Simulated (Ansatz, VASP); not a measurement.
Two plane-wave programs on Be16C

```
CELL_PARAMETERS angstrom
-2.29000 -3.96640 0.00000
3.43500 -1.98320 0.00000
0.00000 0.00000 7.17686
ATOMIC_POSITIONS crystal
Be 0.72851 0.50962 0.00752
Be 0.49901 0.33641 0.25611
Be 0.74378 0.49298 0.49326
Be 0.49903 0.30033 0.74196
Be 0.49896 0.03228 0.00834
Be 0.25426 0.83970 0.25684
Be 0.49907 0.99630 0.49412
Be 0.26935 0.82290 0.74275
Be 0.26958 0.50967 0.00752
Be 0.99904 0.33283 0.25636
Be 0.25428 0.49307 0.49325
Be 0.99905 0.33588 0.73191
Be 0.99895 0.99619 0.01785
Be 0.74378 0.83968 0.25687
Be 0.99908 0.99972 0.49370
Be 0.72874 0.82286 0.74275
C 0.99905 0.66568 0.87508
```

Alike in both runs: functional PBE; dispersion D3(BJ); k mesh 5 × 5 × 3; occupations gaussian, width 0.15 eV; no spin polarisation.

Ansatz relaxed the structure, and its values are those at the end. VASP's run is a single point on that final structure, the one shown.

|  | VASP | Ansatz |
| --- | --- | --- |
| version | VASP 6.6.1 | Ansatz 0.2.0 |
| potentials or method | VASP PAW PBE potentials, release 64 (Be, C), cutoff 520 eV | scalar-relativistic, plane waves, PAW |
| valence electrons in the cell | 36 | 36 |

```csv
,VASP,Ansatz,Ansatz less VASP
rms of the force components (eV/Å),0.008,0.004,-0.0040
```
